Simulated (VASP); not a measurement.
# TaC (Fm-3m) in VASP: single point with PBE

Aim: the single point of TaC with PBE.

Program: VASP 6.6.1. These are calculated values, not measurements. Logs are shortened: lines on timing, memory, paths and dates and some standing lists are left out, and cuts for length are marked.

## (1) The cell of the first run

Symmetry: Fm-3m, No. 225, cubic system. The conventional cell has a = 4.620 Å, b = 4.620 Å, c = 4.620 Å, α = 90.00°, β = 90.00°, γ = 90.00°. Ta (site symmetry m-3m) has 6 C at 2.31 Å within 3.1 Å. C (site symmetry m-3m) has 6 Ta at 2.31 Å within 3.1 Å.

## (2) Single point, PBE (12.32 Å³/atom)

Contents of INCAR:

```
ALGO = Normal
EDIFF = 1E-6
ENCUT = 600
GGA = PE
GGA_COMPAT = F
ISIF = 2
ISMEAR = 0
LASPH = T
LCHARG = F
LREAL = F
LWAVE = F
NBANDS = 14
NELM = 120
PREC = Accurate
SIGMA = 0.1
```

Contents of KPOINTS:

```
k-points
0
Gamma
  16 16 16
```

Contents of POSCAR:

```
TaC
1.0
    0.0000000000      2.3098306112      2.3098306112
    2.3098306112      0.0000000000      2.3098306112
    2.3098306112      2.3098306112      0.0000000000
Ta C
1 1
Direct
    0.0000000000      0.0000000000      0.0000000000
    0.5000000000      0.5000000000      0.5000000000
```

Potentials or basis: VASP PAW PBE potentials, release 64 (Ta_pv, C).

Command:

```console
cat potpaw_PBE.64/Ta_pv/POTCAR potpaw_PBE.64/C/POTCAR > POTCAR
mpirun -np 1 vasp_std > vasp.out
```

OUTCAR:

```text
EDIFF = 1E-6
   ENCUT = 600
   GGA = PE
   ISIF = 2
   ISMEAR = 0
   LASPH = T
   LREAL = F
   NELM = 120
   PREC = Accurate

 ion  position               nearest neighbor table
   1  0.000  0.000  0.000-   2 2.31   2 2.31   2 2.31   2 2.31   2 2.31   2 2.31
   2  0.500  0.500  0.500-   1 2.31   1 2.31   1 2.31   1 2.31   1 2.31   1 2.31

  LATTYP: Found a face centered cubic cell.
 ALAT       =     4.6196612224

  Lattice vectors:

 A1 = (   0.0000000000,   2.3098306112,   2.3098306112)
 A2 = (   2.3098306112,   0.0000000000,   2.3098306112)
 A3 = (   2.3098306112,   2.3098306112,   0.0000000000)

Analysis of symmetry for initial positions (statically):
=====================================================================
 Subroutine PRICEL returns:
 Original cell was already a primitive cell.

 Routine SETGRP: Setting up the symmetry group for a
 face centered cubic supercell.

 Subroutine GETGRP returns: Found 48 space group operations
 (whereof 48 operations were pure point group operations)
 out of a pool of 48 trial point group operations.

The static configuration has the point symmetry O_h .

Analysis of symmetry for dynamics (positions and initial velocities):
=====================================================================
 Subroutine PRICEL returns:
 Original cell was already a primitive cell.

 Routine SETGRP: Setting up the symmetry group for a
 face centered cubic supercell.

 Subroutine GETGRP returns: Found 48 space group operations
 (whereof 48 operations were pure point group operations)
 out of a pool of 48 trial point group operations.

The dynamic configuration has the point symmetry O_h .

 Subroutine INISYM returns: Found 48 space group operations
 (whereof 48 operations are pure point group operations),
 and found     1 'primitive' translations

----------------------------------------------------------------------------------------

                                     Primitive cell

  volume of cell :      24.6474

  direct lattice vectors                    reciprocal lattice vectors
     0.000000000  2.309830611  2.309830611    -0.216466090  0.216466090  0.216466090
     2.309830611  0.000000000  2.309830611     0.216466090 -0.216466090  0.216466090
     2.309830611  2.309830611  0.000000000     0.216466090  0.216466090 -0.216466090

  length of vectors
     3.266593777  3.266593777  3.266593777     0.374930265  0.374930265  0.374930265

  position of ions in fractional coordinates (direct lattice)
     0.000000000  0.000000000  0.000000000
     0.500000000  0.500000000  0.500000000

[... 89 lines left out ...]
   EMIN   =  10.00;   EMAX   =-10.00  energy-range for DOS
   EFERMI =   0.00;   METHOD = LEGACY
   ISMEAR =     0;   SIGMA  =   0.10  broadening in eV -4-tet -1-fermi 0-gaus
   EFERMI_NEDOS =   21; number of points for ismear=-14 and -15
   IALGO  =     38    algorithm
   IMIX   =      4    mixing-type and parameters
     AMIX     =   0.40;   BMIX     =  1.00
     AMIX_MAG =   1.60;   BMIX_MAG =  1.00
  volume/ion in A,a.u.               =      12.32        83.16
  Fermi-wavevector in a.u.,A,eV,Ry     =   1.387336  2.621686 26.187165  1.924702
  Thomas-Fermi vector in A             =   2.511567
   LORBIT       =      0    0 simple, 1 ext, 2 COOP (PROOUT), +10 PAW based schemes
   GGA     = PE    functional components
   LHFCALC =     F    Hartree Fock is set to
   AEXX    =    0.0000 exact exchange contribution
   IVDW    =     0    specifies the selected vdW correction
   LEPSILON=     F    determine dielectric tensor
   LRPA    =     F    only Hartree local field effects (RPA)
 non-spin polarized calculation
 Gauss-broadening in eV      SIGMA  =   0.10
  energy-cutoff  :      600.00
  volume of cell :       24.65
 maximum number of plane-waves:       869
 NGX is ok and might be reduce to    28
   NGX = 13   NGY = 13   NGZ = 13

 number of electron      14.9999999 magnetization

 Free energy of the ion-electron system (eV)
  ---------------------------------------------------
  ext. energy  EPLUGINS =         0.00000000
  ---------------------------------------------------
  free energy    TOTEN  =       -22.02544676 eV

  energy without entropy =      -22.02356266  energy(sigma->0) =      -22.02450471

 E-fermi :   7.3093     XC(G=0): -12.6395

 val. band max:        7.2823113225   @ k =   0.4375   0.1875   0.0625
 cond. band min:       7.3232171300   @ k =   0.1250   0.0625   0.0000
 fundamental gap:      0.0409058075
 Fermi energy:         7.3093112159

 k-point     1 :       0.0000    0.0000    0.0000
  band No.  band energies     occupation
      1     -28.0645      2.00000
      2     -28.0645      2.00000
      3     -28.0645      2.00000
      4      -6.7297      2.00000
      5       6.1696      2.00000
      6       6.1696      2.00000
      7       6.1696      2.00000
      8       6.9141      2.00000
      9       6.9141      2.00000
     10       6.9141      2.00000
     11       7.8538      0.00000
     12       7.8538      0.00000
     13      12.6638      0.00000
     14      17.2521      0.00000
[... 377 lines left out ...]
      1     -28.1088      2.00000
      2     -28.0774      2.00000
      3     -28.0664      2.00000
      4      -6.4813      2.00000
      5       5.1030      2.00000
      6       5.3246      2.00000
      7       5.4161      2.00000
      8       6.3173      2.00000
      9       7.0885      1.99820
     10       7.6432      0.00000
     11       8.7027      0.00000
     12       9.7390      0.00000
     13      13.2660      0.00000
     14      17.8703      0.00000

 [... further k-points ...]

------------------------ aborting loop because EDIFF is reached ----------------------------------------

  FORCE on cell =-STRESS in cart. coord.  units (eV):
  Direction    XX          YY          ZZ          XY          YZ          ZX
  --------------------------------------------------------------------------------------
  -------------------------------------------------------------------------------------
  Total       -3.8331573     -3.8331573     -3.8331573      0.0000000      0.0000000      0.0000000
  in kB     -249.1706167   -249.1706167   -249.1706167      0.0000000      0.0000000      0.0000000
  external PRESSURE =    -249.1706167 kB  Pullay stress =       0.0000000 kB

 VOLUME and BASIS-vectors are now :
 -----------------------------------------------------------------------------
  energy-cutoff  :      600.00
  volume of cell :       24.65
      direct lattice vectors                 reciprocal lattice vectors
     0.000000000  2.309830611  2.309830611    -0.216466090  0.216466090  0.216466090
     2.309830611  0.000000000  2.309830611     0.216466090 -0.216466090  0.216466090
     2.309830611  2.309830611  0.000000000     0.216466090  0.216466090 -0.216466090

 POSITION                                       TOTAL-FORCE (eV/Angst)
 -----------------------------------------------------------------------------------
      0.00000      0.00000      0.00000        -0.000000     -0.000000     -0.000000
      2.30983      2.30983      2.30983         0.000000      0.000000      0.000000
 -----------------------------------------------------------------------------------
    total drift:                                0.000000      0.000000      0.000000

  FREE ENERGIE OF THE ION-ELECTRON SYSTEM (eV)
  ---------------------------------------------------
  free  energy   TOTEN  =       -22.0254467590 eV

  energy  without entropy=      -22.0235626606  energy(sigma->0) =      -22.02450471
```

stdout:

```text
POSCAR found type information on POSCAR TaC
 POSCAR found :  2 types and       2 ions
 scaLAPACK will be used
 LDA part: xc-table for (Slater+PW92), standard interpolation
 POSCAR, INCAR and KPOINTS ok, starting setup
 FFT: planning ... GRIDC
 FFT: planning ... GRID_SOFT
 FFT: planning ... GRID
 WAVECAR not read
 entering main loop
```

Wall time 24 s (1 thread of Intel Xeon 6975P-C (Granite Rapids), shared host); peak memory 0.2 GiB.

Results:

| Item | Value |
| --- | --- |
| Free energy | -22.0254 eV |
| Pressure | -24.9 GPa |
| Band gap on the k mesh | zero (an odd number of electrons rules out a gap without spin polarisation) |

Caveat: the cell stands under tension; spin-orbit coupling is left out, which moves the levels of the heavy elements.
